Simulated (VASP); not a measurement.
Mg65Si32 (a cell with a defect): single point with PBEsol

The system is Mg65Si32 (a cell with a defect).

```
Mg Si
1.0
    12.64950    0.00000    0.00000
     0.00000   12.64950    0.00000
     0.00000    0.00000   12.64950
Mg Si
65 32
Direct
  0.37335 0.12466 0.12518
  0.37352 0.12509 0.62565
  0.37373 0.62407 0.12534
  0.36668 0.61703 0.63338
  0.87457 0.12491 0.12485
  0.87422 0.12456 0.62545
  0.87432 0.62369 0.12517
  0.87475 0.62386 0.62565
  0.12256 0.37290 0.12524
  0.12291 0.37326 0.62613
  0.12276 0.87368 0.12559
  0.12227 0.87376 0.62626
  0.62333 0.37311 0.12559
  0.62341 0.37261 0.62625
  0.62347 0.87382 0.12494
  0.63003 0.88037 0.63264
  0.12249 0.12466 0.37630
  0.12194 0.12485 0.87727
  0.12231 0.62409 0.37658
  0.12251 0.62384 0.87723
  0.62282 0.12504 0.37623
  0.62280 0.12460 0.87696
  0.62989 0.61673 0.36927
  0.62289 0.62368 0.87764
  0.12246 0.12535 0.12528
  0.12264 0.12491 0.62624
  0.12277 0.62434 0.12569
  0.12248 0.62447 0.62635
  0.62349 0.12485 0.12540
  0.62315 0.12515 0.62605
  0.62349 0.62450 0.12534
  0.63073 0.61752 0.63354
  0.37375 0.37265 0.37658
  0.37350 0.37285 0.87723
  0.36640 0.88024 0.36927
  0.37334 0.87324 0.87764
  0.87432 0.37283 0.37631
  0.87451 0.37228 0.87727
  0.87470 0.87316 0.37623
  0.87426 0.87314 0.87696
  0.37400 0.37311 0.12569
  0.37412 0.37283 0.62636
  0.37417 0.87383 0.12534
  0.36717 0.88107 0.63354
  0.87501 0.37281 0.12527
  0.87456 0.37298 0.62624
  0.87450 0.87384 0.12540
  0.87481 0.87349 0.62604
  0.37340 0.12522 0.37629
  0.37368 0.12457 0.87691
  0.36707 0.61741 0.37003
  0.37355 0.62388 0.87794
  0.87419 0.12453 0.37648
  0.87450 0.12483 0.87727
  0.87488 0.62374 0.37629
  0.87423 0.62403 0.87691
  0.12275 0.37310 0.37702
  0.12239 0.37273 0.87754
  0.12232 0.87363 0.37683
  0.12266 0.87383 0.87737
  0.62328 0.37266 0.37683
  0.62348 0.37301 0.87737
  0.63060 0.88094 0.36991
  0.62335 0.87370 0.87748
  0.49852 0.74886 0.50137
  0.99845 0.99887 0.00126
  0.99830 0.99861 0.50108
  0.99852 0.49875 0.00120
  0.99881 0.49894 0.50140
  0.49838 0.99867 0.00100
  0.49770 0.99350 0.50045
  0.49859 0.49899 0.00172
  0.49928 0.50449 0.50239
  0.24841 0.24886 0.00120
  0.24860 0.24915 0.50140
  0.24865 0.74893 0.00172
  0.25415 0.74963 0.50239
  0.74852 0.24879 0.00126
  0.74827 0.24865 0.50107
  0.74833 0.74872 0.00100
  0.74316 0.74804 0.50045
  0.24642 0.00085 0.24929
  0.24633 0.00095 0.75341
  0.24662 0.49696 0.24957
  0.24649 0.49684 0.75338
  0.75053 0.00087 0.24910
  0.75044 0.00078 0.75318
  0.75052 0.49676 0.24929
  0.75061 0.49667 0.75341
  0.99853 0.24887 0.25125
  0.99841 0.24875 0.75121
  0.99870 0.74885 0.25137
  0.99839 0.74872 0.75120
  0.49851 0.24905 0.25137
  0.49838 0.24874 0.75120
  0.49925 0.74959 0.25697
  0.49761 0.74796 0.74587
```

```
Program                : VASP 6.6.1
Task                   : single point
Functional             : PBEsol
Potentials or basis    : VASP PAW PBE potentials, release 64 (Mg, Si)
Cutoff                 : 400 eV
k mesh                 : 1 × 1 × 1, shifted
Occupations            : fermi-dirac, width 0.05 eV
Spin                   : collinear spin
Dipole correction      : no
Further INCAR settings : LREAL = Auto; ALGO = Normal; EDIFF = 1e-06; NBANDS = 187; ISYM = -1
```

| Quantity | Value |
| --- | --- |
| Pressure | 0.3 GPa |
| Largest force | 0.047 eV/Å |
| Net moment | 0.01 μB per cell |
| Valence electrons inside the program's atomic spheres | Mg 0.35, 0.37, 0.36, 0.38 (each value once); Si 1.71, 1.69, 1.72 (each value once) |

Forces on the atoms (eV/Å):
```
Mg  -0.009 -0.015  0.016
Mg  -0.024 -0.013  0.022
Mg  -0.018 -0.017  0.014
Mg  -0.029 -0.030 -0.006
Mg  -0.014 -0.014  0.012
Mg  -0.015 -0.016  0.019
Mg  -0.015 -0.010  0.015
Mg  -0.013 -0.024  0.022
Mg   0.008  0.009  0.011
Mg   0.007  0.008  0.012
Mg   0.011  0.011  0.013
Mg   0.009  0.025  0.020
Mg   0.011  0.011  0.013
Mg   0.026  0.010  0.019
Mg   0.018  0.018  0.013
Mg   0.016  0.015  0.022
Mg   0.012 -0.015 -0.014
Mg   0.014 -0.012 -0.011
Mg   0.017 -0.014 -0.013
Mg   0.016 -0.014 -0.015
Mg   0.020 -0.016 -0.019
Mg   0.018 -0.013 -0.012
Mg   0.018 -0.020 -0.014
Mg   0.020 -0.011 -0.018
Mg   0.011 -0.015  0.011
Mg   0.012 -0.017  0.014
Mg   0.012 -0.013  0.009
Mg   0.012 -0.021  0.018
Mg   0.010 -0.015  0.014
Mg   0.020 -0.015  0.017
Mg   0.019 -0.020  0.008
Mg   0.022 -0.015  0.017
Mg  -0.014  0.017 -0.013
Mg  -0.014  0.016 -0.015
Mg  -0.020  0.017 -0.014
Mg  -0.013  0.020 -0.017
Mg  -0.015  0.011 -0.014
Mg  -0.011  0.014 -0.010
Mg  -0.016  0.020 -0.019
Mg  -0.013  0.018 -0.011
Mg  -0.013  0.010  0.009
Mg  -0.022  0.011  0.018
Mg  -0.021  0.019  0.008
Mg  -0.014  0.022  0.018
Mg  -0.016  0.010  0.010
Mg  -0.017  0.012  0.013
Mg  -0.015  0.011  0.014
Mg  -0.016  0.021  0.016
Mg  -0.019 -0.011 -0.020
Mg  -0.016 -0.013 -0.009
Mg  -0.020 -0.021 -0.012
Mg  -0.021 -0.021 -0.010
Mg  -0.014 -0.014 -0.015
Mg  -0.013 -0.011 -0.009
Mg  -0.012 -0.018 -0.020
Mg  -0.014 -0.015 -0.009
Mg   0.012  0.011 -0.021
Mg   0.014  0.015 -0.007
Mg   0.017  0.024 -0.015
Mg   0.014  0.014 -0.013
Mg   0.023  0.017 -0.014
Mg   0.015  0.013 -0.014
Mg   0.022  0.023 -0.016
Mg   0.010  0.010 -0.018
Mg  -0.003 -0.004  0.004
Si   0.001  0.000 -0.001
Si   0.003 -0.003  0.005
Si   0.002  0.001  0.005
Si  -0.005  0.011  0.002
Si  -0.001 -0.003  0.007
Si   0.015 -0.024  0.018
Si   0.000  0.005 -0.006
Si  -0.012  0.015 -0.030
Si   0.002  0.002  0.006
Si   0.011 -0.006  0.002
Si   0.005  0.000 -0.006
Si   0.015 -0.012 -0.029
Si   0.000  0.001 -0.001
Si  -0.003  0.003  0.005
Si  -0.003 -0.001  0.008
Si  -0.023  0.014  0.019
Si  -0.003  0.005 -0.004
Si   0.005 -0.002 -0.004
Si  -0.003 -0.004 -0.004
Si  -0.003 -0.003  0.013
Si   0.001  0.001  0.006
Si   0.000  0.000 -0.003
Si   0.005 -0.002 -0.004
Si  -0.002  0.005 -0.004
Si   0.003  0.003  0.003
Si   0.003  0.002 -0.002
Si  -0.003  0.000  0.006
Si  -0.001  0.001 -0.009
Si   0.000 -0.003  0.006
Si   0.001 -0.001 -0.009
Si  -0.010 -0.009  0.011
Si   0.033  0.033 -0.009
```

Stress tensor (GPa, compression positive):
```
 0.25 -0.69 -0.68
-0.69  0.26 -0.68
-0.68 -0.68  0.26
```

Levels at points of the mesh, in eV from the Fermi level:
Spin up:
| k point | band 127 | band 128 | band 129 | band 130 | band 131 | band 132 |
| --- | --- | --- | --- | --- | --- | --- |
| (0.25, 0.25, 0.25) | -0.46 | -0.46 | -0.08 | 0.12 | 0.12 | 0.58 |
Spin down:
```csv
k point,band 126,band 127,band 128,band 129,band 130,band 131,band 132,band 133
"(0.25, 0.25, 0.25)",-0.69,-0.46,-0.46,-0.08,0.12,0.12,0.58,0.73
```

Run time: 12 min on 1 thread of Intel(R) Xeon(R) 6975P-C (Granite Rapids) (shared host), peak memory 1.6 GiB.

Caveat: the PAW data sets were made with another functional, which shifts forces and pressure a little.
